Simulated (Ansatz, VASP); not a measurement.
**HfO2 in VASP and in Ansatz**

Contents of POSCAR:

```
HfO2
1.0
   -3.5768243314      0.0000000000      0.0000000000
    0.0000000000     -3.5768243314      0.0000000000
    0.0000000000      0.0000000000     14.9053479013
Hf O
4 8
Direct
    0.5000000000      0.5000000000      0.6638533802
    0.5000000000      0.5000000000      0.3148059118
    1.0000000000      1.0000000000      0.4893296460
    1.0000000000      1.0000000000      0.1402821776
    1.0000000000      0.5000000000      0.0342288286
    1.0000000000      0.5000000000      0.3832762970
    0.5000000000      0.0000000000      0.0718117923
    0.5000000000      0.0000000000      0.4208592607
    0.5000000000      1.0000000000      0.5953829949
    0.5000000000      1.0000000000      0.2463355265
    0.0000000000      0.5000000000      0.5578000312
    0.0000000000      0.5000000000      0.2087525628
```

INCAR.step1

```
ALGO = Normal
EDIFF = 1E-4
ENCUT = 520
GGA = PE
ISMEAR = 0
LASPH = True
LCHARG = False
LREAL = False
LWAVE = True
NBANDS = 56
NELM = 60
PREC = Accurate
SIGMA = 0.05
```

The input INCAR.step2:

```
ALGO = Normal
EDIFF = 1E-6
ENCUT = 520
ISIF = 2
ISMEAR = 0
ISTART = 1
LASPH = True
LCHARG = False
LMIXTAU = True
LREAL = False
LWAVE = False
METAGGA = R2SCAN
NBANDS = 56
NELM = 60
PREC = Accurate
SIGMA = 0.05
```

File KPOINTS:

```
k-points
0
Gamma
  6 6 3
```

Input for Ansatz:

```yaml
crystal:
  lattice:
    - [-3.5768243314, 0.0, 0.0]
    - [0.0, -3.5768243314, 0.0]
    - [0.0, 0.0, 14.9053479013]
  atoms:
    - { symbol: Hf, position: [0.5, 0.5, 0.6638533802] }
    - { symbol: Hf, position: [0.5, 0.5, 0.3148059118] }
    - { symbol: Hf, position: [1.0, 1.0, 0.489329646] }
    - { symbol: Hf, position: [1.0, 1.0, 0.1402821776] }
    - { symbol: O, position: [1.0, 0.5, 0.0342288286] }
    - { symbol: O, position: [1.0, 0.5, 0.383276297] }
    - { symbol: O, position: [0.5, 0.0, 0.0718117923] }
    - { symbol: O, position: [0.5, 0.0, 0.4208592607] }
    - { symbol: O, position: [0.5, 1.0, 0.5953829949] }
    - { symbol: O, position: [0.5, 1.0, 0.2463355265] }
    - { symbol: O, position: [0.0, 0.5, 0.5578000312] }
    - { symbol: O, position: [0.0, 0.5, 0.2087525628] }
basis:
  ecutwfc: 500
kpoints:
  mp_grid: { grid: [6, 6, 3] }
hamiltonian:
  xc: r2scan
scf:
  occupations: { method: gaussian, width: 0.05 }
output:
  forces: true
  stress: true
  eigenvalues: true
  write_density: true
  write_potential: true
  elf: true
  volumetric_format: npy
```

Alike in both runs: task single point; functional r2SCAN; k mesh 6 × 6 × 3; occupations gaussian, width 0.05 eV; no spin polarisation.

|  | VASP | Ansatz |
| --- | --- | --- |
| version | VASP 6.6.1 | Ansatz 0.2.0 |
| potentials or method | VASP PAW PBE potentials, release 64 (Hf_pv, O), cutoff 520 eV | scalar-relativistic, plane waves, PAW |
| valence electrons in the cell | 88 | 152 |

```tsv
	VASP	Ansatz	Ansatz less VASP
gap on the k mesh at the Fermi level (eV)	none	none	-
pressure (GPa)	-6.4	-4.3	+2.14
traceless stress, the component that is largest in VASP (GPa)	-0.69	-0.78	-0.094
rms of the force components (eV/Å)	0.974	0.964	-0.0100
```

VASP's potentials were made for PBE, not for r2SCAN. Atom by atom the forces differ by 0.062 eV/Å (rms over components). A gap of «none» marks a metal or a gap that the smearing closes. The functional is the same, so the differences come from potentials, cutoffs and numerics. VASP's potentials hold 88 valence electrons a cell and Ansatz's 152, so a difference there can come from the potentials and not from the codes. Ansatz's warnings: xc potential rough in thin density.

Neither program's run includes spin-orbit coupling.
